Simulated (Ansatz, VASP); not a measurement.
TiAl in VASP and in Ansatz

Contents of POSCAR:

```
TiAl
1.0
    3.1790640000      0.0000000000      0.0000000000
    0.0000000000      3.1790640000      0.0000000000
    0.0000000000      0.0000000000      3.1790640000
Ti Al
1 1
Direct
    0.0000000000     -0.0629115991     -0.0314557996
    0.5000000000      0.5000000000      0.5000000000
```

The input INCAR.step1:

```
SYSTEM = TiAl
PREC = Accurate
ENCUT = 520
ISMEAR = 0
SIGMA = 0.15
LREAL = .FALSE.
LASPH = .TRUE.
NELM = 80
NBANDS = 14
GGA = PE
ALGO = Normal
EDIFF = 1E-4
LWAVE = .TRUE.
LCHARG = .FALSE.
```

The input INCAR.step2:

```
SYSTEM = TiAl
PREC = Accurate
ENCUT = 520
EDIFF = 1E-7
ISMEAR = 0
SIGMA = 0.15
LREAL = .FALSE.
LASPH = .TRUE.
NELM = 80
ALGO = Normal
ISIF = 2
LWAVE = .FALSE.
LCHARG = .FALSE.
METAGGA = R2SCAN
LMIXTAU = .TRUE.
NBANDS = 14
ISTART = 1
```

KPOINTS

```
regular mesh
0
G
  16 16 16
  0 0 0
```

Input for Ansatz:

```yaml
crystal:
  lattice:
    - [3.179064, 0.0, 0.0]
    - [0.0, 3.179064, 0.0]
    - [0.0, 0.0, 3.179064]
  atoms:
    - { symbol: Ti, position: [0.0, -0.0629115991, -0.0314557996] }
    - { symbol: Al, position: [0.5, 0.5, 0.5] }
basis:
  ecutwfc: 500
kpoints:
  mp_grid: { grid: [16, 16, 16] }
hamiltonian:
  xc: r2scan
scf:
  occupations: { method: gaussian, width: 0.15 }
output:
  forces: true
  stress: true
  eigenvalues: true
```

Alike in both runs: task single point; functional r2SCAN; k mesh 16 × 16 × 16; occupations gaussian, width 0.15 eV; no spin polarisation.

|  | VASP | Ansatz |
| --- | --- | --- |
| version | VASP 6.6.1 | Ansatz 0.2.0 |
| potentials or method | VASP PAW PBE potentials, release 64 (Ti_sv, Al), cutoff 520 eV | scalar-relativistic, plane waves, PAW |
| valence electrons in the cell | 15 | 15 |

```tsv
	VASP	Ansatz	Ansatz less VASP
gap on the k mesh at the Fermi level (eV)	none	none	-
pressure (GPa)	1.4	1.2	-0.13
traceless stress, the component that is largest in VASP (GPa)	1.62	1.62	+0.001
rms of the force components (eV/Å)	0.898	0.895	-0.0032
```

VASP's potentials were made for PBE, not for r2SCAN. Atom by atom the forces differ by 0.003 eV/Å (rms over components). A gap of «none» marks a metal or a gap that the smearing closes.
